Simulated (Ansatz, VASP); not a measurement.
One calculation of Al2B2As, two programs

```xyz
10
Lattice="5.5797 0.0000 0.0000 0.0000 5.5797 0.0000 0.0000 0.0000 3.6688" Properties=species:S:1:pos:R:3 pbc="T T T"
Al    2.0221    4.8119    1.8344
Al    0.7678    2.0221    1.8344
Al    3.5576    0.7678    1.8344
Al    4.8119    3.5576    1.8344
B     0.9034    3.6932    1.8344
B     1.8865    0.9034    1.8344
B     4.6763    1.8865    1.8344
B     3.6932    4.6763    1.8344
As    0.0000    0.0000    0.0000
As    2.7899    2.7899    0.0000
```

Change from the starting cell: species swapped into the ErB2C2 type (P4/mbm, No. 127).

Alike in both runs: task relaxation of cell and atoms; functional PBE; k mesh 4 × 4 × 6; occupations gaussian, width 0.1 eV; no spin polarisation.

|  | VASP | Ansatz |
| --- | --- | --- |
| version | VASP 6.6.1 | Ansatz 0.2.0 |
| potentials or method | VASP PAW PBE potentials, release 64 (Al, B, As), cutoff 600 eV | scalar-relativistic, plane waves, PAW |
| valence electrons in the cell | 34 | 54 |

|  | VASP | Ansatz | Ansatz less VASP |
| --- | --- | --- | --- |
| gap on the k mesh at the Fermi level, each at its own relaxed structure (eV) | none | none | - |
| relaxed volume (Å³/atom) | 15.00 | 14.99 | -0.008 |
| relaxed cell length with the largest relative difference (Å) | 2.957 | 2.956 | -0.0010 |

A gap of «none» marks a metal or a gap that the smearing closes. VASP's potentials hold 34 valence electrons a cell and Ansatz's 54, so a difference there can come from the potentials and not from the codes.

Noted on VASP's run: the volume moved by over 15 % at a fixed basis, so the end points are rough.
